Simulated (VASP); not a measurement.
# Al3Au (I4/mmm) in VASP: a series of runs

The runs below take Al3Au through single point, with r2SCAN, LDA.

Program: VASP 6.6.1. These are calculated values, not measurements. Logs are shortened: lines on timing, memory, paths and dates and some standing lists are left out, and cuts for length are marked.

## Step 1: The cell of the first run

It takes space group I4/mmm (No. 139, tetragonal). Conventional cell: a = 4.051 Å, b = 4.051 Å, c = 8.113 Å, α = 90.00°, β = 90.00°, γ = 90.00°. Au (site symmetry 4/mmm) has 12 Al at 2.86 to 2.87 Å within 3.8 Å. Al (site symmetry 4/mmm) has 4 Au at 2.86 Å and 8 Al at 2.87 Å within 3.8 Å. Within 3.8 Å of Al (site symmetry -4m2) lie 8 Al at 2.86 to 2.87 Å and 4 Au at 2.87 Å.

## Step 2: Single point, r2SCAN

File POSCAR:

```
Al3Au
1.0
   -2.0253330000      2.0253330000      4.0566000000
    2.0253330000     -2.0253330000      4.0566000000
    2.0253330000      2.0253330000     -4.0566000000
Au Al
1 3
Direct
    0.0000000000      0.0000000000      0.0000000000
    0.5000000000      0.5000000000      0.0000000000
    0.2500000000      0.7500000000      0.5000000000
    0.7500000000      0.2500000000      0.5000000000
```

File INCAR.step1:

```
SYSTEM = Al3Au
ALGO = Normal
EDIFF = 1E-4
ENCUT = 520
GGA = PE
ISMEAR = -1
LASPH = .TRUE.
LCHARG = .FALSE.
LREAL = .FALSE.
LWAVE = .TRUE.
NBANDS = 18
NELM = 100
PREC = Accurate
SIGMA = 0.05
```

File INCAR.step2:

```
SYSTEM = Al3Au
ALGO = Normal
EDIFF = 1E-6
ENCUT = 520
ISIF = 2
ISMEAR = -1
ISTART = 1
LASPH = .TRUE.
LCHARG = .FALSE.
LMIXTAU = .TRUE.
LREAL = .FALSE.
LWAVE = .FALSE.
METAGGA = R2SCAN
NBANDS = 18
NELM = 100
PREC = Accurate
SIGMA = 0.05
```

File KPOINTS:

```
k-points
0
G
  9 9 9
  0 0 0
```

Potentials or basis: VASP PAW PBE potentials, release 64 (Au, Al).

On the command line:

```console
$ cat potpaw_PBE.64/Au/POTCAR potpaw_PBE.64/Al/POTCAR > POTCAR
$ cp INCAR.step1 INCAR
$ mpirun -np 1 vasp_std > vasp.out
$ cp INCAR.step2 INCAR
$ mpirun -np 1 vasp_std > vasp.out
```

OUTCAR:

```text
SYSTEM = Al3Au
   EDIFF = 1E-6
   ENCUT = 520
   ISIF = 2
   ISMEAR = -1
   ISTART = 1
   LASPH = .TRUE.
   LREAL = .FALSE.
   METAGGA = R2SCAN
   NELM = 100
   PREC = Accurate

 ion  position               nearest neighbor table
   1  0.000  0.000  0.000-   2 2.86   2 2.86   2 2.86   2 2.86   4 2.87   3 2.87   4 2.87   3 2.87
                             4 2.87   4 2.87   3 2.87   3 2.87
   2  0.500  0.500  0.000-   1 2.86   1 2.86   1 2.86   1 2.86   4 2.87   3 2.87   4 2.87   4 2.87
                             3 2.87   3 2.87   4 2.87   3 2.87
   3  0.250  0.750  0.500-   4 2.86   4 2.86   4 2.86   4 2.86   2 2.87   1 2.87   2 2.87   2 2.87
                             1 2.87   1 2.87   2 2.87   1 2.87
   4  0.750  0.250  0.500-   3 2.86   3 2.86   3 2.86   3 2.86   2 2.87   1 2.87   2 2.87   1 2.87
                             2 2.87   2 2.87   1 2.87   1 2.87

  LATTYP: Found a body centered tetragonal cell.
 ALAT       =     4.0506660000
 C/A-ratio  =     2.0029298886

  Lattice vectors:

 A1 = (  -2.0253330000,   2.0253330000,   4.0566000000)
 A2 = (   2.0253330000,  -2.0253330000,   4.0566000000)
 A3 = (   2.0253330000,   2.0253330000,  -4.0566000000)

Analysis of symmetry for initial positions (statically):
=====================================================================
 Subroutine PRICEL returns:
 Original cell was already a primitive cell.

 Routine SETGRP: Setting up the symmetry group for a
 body centered tetragonal supercell.

 Subroutine GETGRP returns: Found 16 space group operations
 (whereof 16 operations were pure point group operations)
 out of a pool of 16 trial point group operations.

The static configuration has the point symmetry D_4h.

Analysis of symmetry for dynamics (positions and initial velocities):
=====================================================================
 Subroutine PRICEL returns:
 Original cell was already a primitive cell.

 Routine SETGRP: Setting up the symmetry group for a
 body centered tetragonal supercell.

 Subroutine GETGRP returns: Found 16 space group operations
 (whereof 16 operations were pure point group operations)
 out of a pool of 16 trial point group operations.

The dynamic configuration has the point symmetry D_4h.

 Subroutine INISYM returns: Found 16 space group operations
 (whereof 16 operations are pure point group operations),
 and found     1 'primitive' translations

----------------------------------------------------------------------------------------

                                     Primitive cell

  volume of cell :      66.5603

  direct lattice vectors                    reciprocal lattice vectors
    -2.025333000  2.025333000  4.056600000     0.000000000  0.246872983  0.123255929
     2.025333000 -2.025333000  4.056600000     0.246872983  0.000000000  0.123255929
     2.025333000  2.025333000 -4.056600000     0.246872983  0.246872983  0.000000000

  length of vectors
     4.965878682  4.965878682  4.965878682     0.275931683  0.275931683  0.349131121

  position of ions in fractional coordinates (direct lattice)
     0.000000000  0.000000000  0.000000000
     0.500000000  0.500000000  0.000000000
     0.250000000  0.750000000  0.500000000
     0.750000000  0.250000000  0.500000000

  ion indices of the primitive-cell ions
   primitive index   ion index
                 1           1
                 2           2
                 3           3
                 4           4

----------------------------------------------------------------------------------------

 KPOINTS: k-points

Automatic generation of k-mesh.
 Grid dimensions read from file:
 generate k-points for:    9    9    9

 Generating k-lattice:

  Cartesian coordinates                     Fractional coordinates (reciprocal lattice)
     0.000000000  0.027430331  0.013695103     0.111111111 -0.000000000  0.000000000
     0.027430331  0.000000000  0.013695103    -0.000000000  0.111111111  0.000000000
     0.027430331  0.027430331  0.000000000     0.000000000  0.000000000  0.111111111

  Length of vectors
     0.030659076  0.030659076  0.038792347

  Shift w.r.t. Gamma in fractional coordinates (k-lattice)
     0.000000000  0.000000000  0.000000000

 Subroutine IBZKPT returns following result:
 ===========================================

 Found     75 irreducible k-points:

 Following reciprocal coordinates:
            Coordinates               Weight
  0.000000  0.000000  0.000000      1.000000
  0.111111 -0.000000  0.000000      8.000000
  0.222222 -0.000000  0.000000      8.000000
  0.333333 -0.000000  0.000000      8.000000
  0.444444 -0.000000  0.000000      8.000000
  0.111111  0.111111  0.000000      8.000000
[... 16 lines left out ...]
 -0.333333  0.333333  0.000000      4.000000
  0.444444  0.444444  0.000000      8.000000
 [... further k-points ...]
   k-points           NKPTS =     75   k-points in BZ     NKDIM =     75   number of bands    NBANDS=     18
   number of dos      NEDOS =    301   number of ions     NIONS =      4
   total plane-waves  NPLWV =  64000
   dimension x,y,z NGX =    40 NGY =   40 NGZ =   40
   dimension x,y,z NGXF=    80 NGYF=   80 NGZF=   80
   ions per type =               1   3
   NGX,Y,Z   is equivalent  to a cutoff of  13.39, 13.39, 13.39 a.u.
   NGXF,Y,Z  is equivalent  to a cutoff of  26.78, 26.78, 26.78 a.u.
 SYSTEM =  Al3Au
   PREC   = accura    normal or accurate (medium, high low for compatibility)
   ISTART =      1    job   : 0-new  1-cont  2-samecut
   ICHARG =      0    charge: 1-file 2-atom 10-const
   ISPIN  =      1    spin polarized calculation?
   LNONCOLLINEAR =      F non collinear calculations
   LSORBIT =      F    spin-orbit coupling
   LASPH  =      T    aspherical Exc in radial PAW
   ENCUT  =  520.0 eV  38.22 Ry    6.18 a.u.   9.23  9.23  9.23*2*pi/ulx,y,z
   NELM   =    100;   NELMIN=  2; NELMDL=  0     # of ELM steps
   EDIFF  = 0.1E-05   stopping-criterion for ELM
   LREAL  =      F    real-space projection
   EDIFFG = 0.1E-04   stopping-criterion for IOM
   NSW    =      0    number of steps for IOM
   IBRION =     -1    ionic relax: 0-MD 1-quasi-New 2-CG
   NFREE  =      0    steps in history (QN), initial steepest desc. (CG)
   ISIF   =      2    stress and relaxation
   ISYM   =      2    0-nonsym 1-usesym 2-fastsym
   POTIM  = 0.5000    time-step for ionic-motion
   TEBEG  =    0.0;   TEEND  =   0.0 temperature during run
   PSTRESS=    0.0 pullay stress
   NELECT =      20.0000    total number of electrons
   NUPDOWN=      -1.0000    fix difference up-down
   EMIN   =  10.00;   EMAX   =-10.00  energy-range for DOS
   EFERMI =   0.00;   METHOD = LEGACY
   ISMEAR =    -1;   SIGMA  =   0.05  broadening in eV -4-tet -1-fermi 0-gaus
   EFERMI_NEDOS =   21; number of points for ismear=-14 and -15
   IALGO  =     38    algorithm
   IMIX   =      4    mixing-type and parameters
     AMIX     =   0.40;   BMIX     =  1.00
     AMIX_MAG =   1.60;   BMIX_MAG =  1.00
  volume/ion in A,a.u.               =      16.64       112.29
  Fermi-wavevector in a.u.,A,eV,Ry     =   1.096511  2.072106 16.358791  1.202337
  Thomas-Fermi vector in A             =   2.232855
   LORBIT       =      0    0 simple, 1 ext, 2 COOP (PROOUT), +10 PAW based schemes
   METAGGA = R2SCAN    functional components
   LHFCALC =     F    Hartree Fock is set to
   AEXX    =    0.0000 exact exchange contribution
   IVDW    =     0    specifies the selected vdW correction
   LEPSILON=     F    determine dielectric tensor
   LRPA    =     F    only Hartree local field effects (RPA)
 non-spin polarized calculation
  energy-cutoff  :      520.00
  volume of cell :       66.56
 maximum number of plane-waves:      1808
 NGX is ok and might be reduce to    40
   NGX = 19   NGY = 19   NGZ = 19

 number of electron      19.9999999 magnetization

 Free energy of the ion-electron system (eV)
  ---------------------------------------------------
  ext. energy  EPLUGINS =         0.00000000
  ---------------------------------------------------
  free energy    TOTEN  =       -71.19985454 eV

  energy without entropy =      -71.18987539  energy(sigma->0) =      -71.19486496

 E-fermi :   8.7730     XC(G=0): -11.6715

 val. band max:        8.7640924357   @ k =  -0.1111  -0.3333   0.1111
 cond. band min:       8.7740794548   @ k =  -0.1111  -0.1111   0.1111
 fundamental gap:      0.0099870191
 Fermi energy:         8.7729926280

 k-point     1 :       0.0000    0.0000    0.0000
  band No.  band energies     occupation
      1      -3.1159      2.00000
      2       2.3781      2.00000
      3       2.4574      2.00000
      4       2.6322      2.00000
      5       2.6322      2.00000
      6       3.1682      2.00000
[... 10 lines left out ...]
     17      15.4792      0.00000
     18      15.4792      0.00000

 k-point     2 :       0.1111   -0.0000    0.0000
  band No.  band energies     occupation
      1      -2.9581      2.00000
      2       2.3837      2.00000
      3       2.4089      2.00000
      4       2.5658      2.00000
      5       2.6688      2.00000
      6       3.1054      2.00000
[... 10 lines left out ...]
     17      14.1245      0.00000
     18      15.0106      0.00000

 k-point     3 :       0.2222   -0.0000    0.0000
  band No.  band energies     occupation
      1      -2.4900      2.00000
      2       2.0245      2.00000
      3       2.3454      2.00000
      4       2.7233      2.00000
      5       2.7480      2.00000
      6       2.9733      2.00000
[... 10 lines left out ...]
     17      13.8965      0.00000
     18      15.7556      0.00000

 k-point     4 :       0.3333   -0.0000    0.0000
  band No.  band energies     occupation
      1      -1.7310      2.00000
      2       1.4366      2.00000
      3       2.1884      2.00000
      4       2.7200      2.00000
      5       2.9527      2.00000
      6       2.9626      2.00000
[... 375 lines left out ...]
      4       2.6413      2.00000
      5       2.9589      2.00000
      6       3.2527      2.00000
[... 10 lines left out ...]
     17      17.5756      0.00000
     18      19.2987      0.00000

 k-point    23 :      -0.3333    0.3333    0.0000
  band No.  band energies     occupation
      1      -0.9502      2.00000
      2       1.7227      2.00000
      3       2.1091      2.00000
      4       2.4915      2.00000
      5       2.9797      2.00000
      6       2.9964      2.00000
[... 10 lines left out ...]
     17      16.4797      0.00000
     18      17.7270      0.00000

 k-point    24 :       0.4444    0.4444    0.0000
  band No.  band energies     occupation
      1       0.6762      2.00000
      2       1.3425      2.00000
      3       1.9907      2.00000
      4       2.5822      2.00000
      5       2.7962      2.00000
      6       3.4926      2.00000
[... 10 lines left out ...]
     17      18.7830      0.00000
     18      19.9022      0.00000

 [... further k-points ...]

------------------------ aborting loop because EDIFF is reached ----------------------------------------

  FORCE on cell =-STRESS in cart. coord.  units (eV):
  Direction    XX          YY          ZZ          XY          YZ          ZX
  --------------------------------------------------------------------------------------
  -------------------------------------------------------------------------------------
  Total       -1.2736885     -1.2736885     -1.3907934      0.0000000     -0.0000000      0.0000000
  in kB      -30.6590548    -30.6590548    -33.4778953      0.0000000     -0.0000000      0.0000000
  external PRESSURE =     -31.5986683 kB  Pullay stress =       0.0000000 kB

 VOLUME and BASIS-vectors are now :
 -----------------------------------------------------------------------------
  energy-cutoff  :      520.00
  volume of cell :       66.56
      direct lattice vectors                 reciprocal lattice vectors
    -2.025333000  2.025333000  4.056600000     0.000000000  0.246872983  0.123255929
     2.025333000 -2.025333000  4.056600000     0.246872983  0.000000000  0.123255929
     2.025333000  2.025333000 -4.056600000     0.246872983  0.246872983  0.000000000

 POSITION                                       TOTAL-FORCE (eV/Angst)
 -----------------------------------------------------------------------------------
      0.00000      0.00000      0.00000         0.000000     -0.000000     -0.000000
      0.00000      0.00000      4.05660         0.000000     -0.000000     -0.000000
      2.02533      0.00000      2.02830        -0.000000     -0.000000      0.000000
      0.00000      2.02533      2.02830         0.000000      0.000000      0.000000
 -----------------------------------------------------------------------------------
    total drift:                               -0.000000     -0.000000      0.000000

  FREE ENERGIE OF THE ION-ELECTRON SYSTEM (eV)
  ---------------------------------------------------
  free  energy   TOTEN  =       -71.1998545413 eV

  energy  without entropy=      -71.1898753879  energy(sigma->0) =      -71.19486496
```

Run time: 7.2 min. Hardware: 1 thread of AMD EPYC 7R13 (Zen 3), shared host; peak memory 0.28 GiB.

What came out:

| Item | Value |
| --- | --- |
| Free energy | -71.1999 eV |
| Pressure | -3.2 GPa |
| Band gap on the k mesh | zero (bands 10 and 11 overlap by 3.29 eV) |

Stress tensor (GPa, compression positive):
```
-3.07  0.00  0.00
 0.00 -3.07  0.00
 0.00  0.00 -3.35
```

Caveat: the cell stands under tension; the PAW data sets were made with another functional, which shifts forces and pressure a little; spin-orbit coupling is left out, which moves the levels of the heavy elements.

[end of part 1 of 2]
